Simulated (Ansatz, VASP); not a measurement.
One calculation of MgS, two programs

The input INCAR:

```
SYSTEM = MgS
  PREC = Accurate
  ENCUT = 520
  EDIFF = 1E-6
  ISMEAR = 0
  SIGMA = 0.05
  LREAL = .False.
  LASPH = .True.
  NELM = 60
  ALGO = Normal
  ISIF = 2
  LWAVE = .False.
  LCHARG = .False.
  GGA = PS
  NBANDS = 11
```

KPOINTS

```
Automatic mesh
0
Gamma
  8 8 8
  0 0 0
```

The input POSCAR:

```
MgS
1.0
    0.0000000000      2.5498080421      2.8331200468
    2.5498080421      0.0000000000      2.8331200468
    2.5498080421      2.5498080421      0.0000000000
Mg S
1 1
Direct
    0.0000000000      0.0000000000      0.0000000000
    0.7500000000      0.7500000000      0.7500000000
```

Input for Ansatz:

```yaml
crystal:
  lattice:
    - [0.0, 2.5498080421, 2.8331200468]
    - [2.5498080421, 0.0, 2.8331200468]
    - [2.5498080421, 2.5498080421, 0.0]
  atoms:
    - { symbol: Mg, position: [0.0, 0.0, 0.0] }
    - { symbol: S, position: [0.75, 0.75, 0.75] }
basis:
  ecutwfc: 420
kpoints:
  mp_grid: { grid: [8, 8, 8] }
hamiltonian:
  xc: pbesol
scf:
  occupations: { method: gaussian, width: 0.05 }
output:
  forces: true
  stress: true
  eigenvalues: true
```

Change from the starting cell: strain -0.1000 x Voigt [1, 1, 0, 0, 0, 0], atoms carried along.

Alike in both runs: task single point; functional PBEsol; k mesh 8 × 8 × 8; occupations gaussian, width 0.05 eV; no spin polarisation.

|  | VASP | Ansatz |
| --- | --- | --- |
| version | VASP 6.6.1 | Ansatz 0.2.0 |
| potentials or method | VASP PAW PBE potentials, release 64 (Mg, S), cutoff 520 eV | scalar-relativistic, plane waves, PAW |
| valence electrons in the cell | 8 | 16 |

VASP gave:

| Property | Result |
| --- | --- |
| gap on the k mesh at the Fermi level (eV) | 3.20 |
| least direct gap on the mesh (eV) | 4.21 |
| pressure (GPa) | 17.2 |
| traceless stress, the component that is largest in VASP (GPa) | -0.66 |

**Question.** What did Ansatz give for the same quantities?

**Answer.** gap on the k mesh at the Fermi level (eV): 3.20; least direct gap on the mesh (eV): 4.20; pressure (GPa): 17.1; traceless stress, the component that is largest in VASP (GPa): -0.68.

VASP's potentials were made for PBE, not for PBEsol. VASP's potentials hold 8 valence electrons a cell and Ansatz's 16, so a difference there can come from the potentials and not from the codes.
